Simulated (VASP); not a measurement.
Wanted: the native input for a VASP 6.6.1 run.

```
Task                   : single point
Functional             : PBEsol
Potentials or basis    : VASP PAW PBE potentials, release 64 (Ba_sv)
Cutoff                 : 520 eV
k mesh                 : 9 × 9 × 14
Occupations            : gaussian, width 0.15 eV
Spin                   : no spin polarisation
Dipole correction      : no
Further INCAR settings : ALGO = Fast; EDIFF = 1e-07; NBANDS = 17
```

The structure of Ba lies in POSCAR:

```
Ba
1.0
    6.4102187050      0.0000000000      0.0000000000
   -3.2051093525      5.5514122423      0.0000000000
    0.0000000000      0.0000000000      4.6566288766
Ba
2
Direct
    0.3333333333      0.6666666667      0.5000000000
    0.6666666667      0.3333333333      0.5000000000
```

This isn't the form of Ba at room conditions, which is bcc.

This cell differs from its parent crystal: ratio of the length along z to the lengths across it x 1.3, volume and fractional coordinates fixed.

These files were run (other wordings do the same):

INCAR

```
SYSTEM = Ba
  ALGO = Fast
  EDIFF = 1E-7
  ENCUT = 520
  GGA = PS
  ISIF = 2
  ISMEAR = 0
  LASPH = .True.
  LCHARG = .False.
  LREAL = .False.
  LWAVE = .False.
  NBANDS = 17
  NELM = 80
  PREC = Accurate
  SIGMA = 0.15
```

KPOINTS

```
k-points
0
Gamma
  9 9 14
  0 0 0
```

Potentials or basis: VASP PAW PBE potentials, release 64 (Ba_sv).

Run with:

```sh
$ cat potpaw_PBE.64/Ba_sv/POTCAR > POTCAR
$ mpirun -np 1 vasp_std > vasp.out
```

Results of the run:

```
Pressure               : -0.2 GPa
Band gap on the k mesh : zero (bands 10 and 11 overlap by 0.97 eV)
```

Caveat: the PAW data sets were made with another functional, which shifts forces and pressure a little; spin-orbit coupling is left out, which moves the levels of the heavy elements.

Run time: 3.5 min on 1 thread of AMD EPYC 7R13 Processor (Zen 3), on a shared host, peak memory 0.39 GiB.
